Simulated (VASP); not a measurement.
Crystal: ZnS (Wurtzite-2H).

```xyz
4
Lattice="3.8110 0.0000 0.0000 -1.9055 3.3004 0.0000 0.0000 0.0000 6.2340" Properties=species:S:1:pos:R:3 pbc="T T T"
Zn    0.0000    2.2003    0.0000
Zn    1.9055    1.1001    3.1170
S     0.0000    2.2003    2.4001
S     1.9055    1.1001    5.5171
```

```yaml
Program: VASP 6.6.1
Task: relaxation of cell and atoms
Functional: PBE
Potentials_or_basis: VASP PAW PBE potentials, release 64 (Zn, S)
Cutoff: 600 eV
k_mesh: 9 × 9 × 6
Occupations: gaussian, width 0.02 eV
Spin: no spin polarisation
```

At the start: pressure 2.5 GPa; volume 19.60 Å³/atom.

Problem. How do energy, volume and symmetry change on relaxing?

Solution. Over 12 steps the energy falls by 9.8 meV/atom and the volume is 20.22 Å³/atom (+3.2 %); space group P6_3mc (No. 186, to 0.05 Å).

Step by step:
| step | energy change (eV) | largest force (eV/Å) | pressure (GPa) | volume (Å³) |
| --- | --- | --- | --- | --- |
| 1 | 0.0000 | 0.3225 | 2.49 | 78.41 |
| 2 | -0.0315 | 0.0914 | -0.84 | 81.91 |
| 3 | -0.0329 | 0.1294 | -0.26 | 81.29 |
| 4 | -0.0329 | 0.1256 | -0.31 | 81.35 |
| 5 | -0.0361 | 0.0685 | -0.12 | 81.10 |
| 6 | -0.0375 | 0.0138 | -0.01 | 80.87 |
| 7 | -0.0356 | 0.1083 | 0.48 | 80.42 |
| 8 | -0.0377 | 0.0088 | 0.08 | 80.78 |
| 9 | -0.0391 | 0.0046 | 0.11 | 80.79 |
| 10 | -0.0391 | 0.0076 | 0.12 | 80.79 |
| 11 | -0.0391 | 0.0015 | -0.08 | 81.01 |
| 12 | -0.0392 | 0.0049 | 0.00 | 80.90 |

Final structure:
```xyz
4
Lattice="3.8475 0.0000 0.0000 -1.9237 3.3320 0.0000 0.0000 0.0000 6.3105" Properties=species:S:1:pos:R:3 pbc="T T T"
Zn    0.0000    2.2213    0.0327
Zn    1.9237    1.1107    3.1879
S     0.0000    2.2213    2.3968
S     1.9237    1.1107    5.5521
```
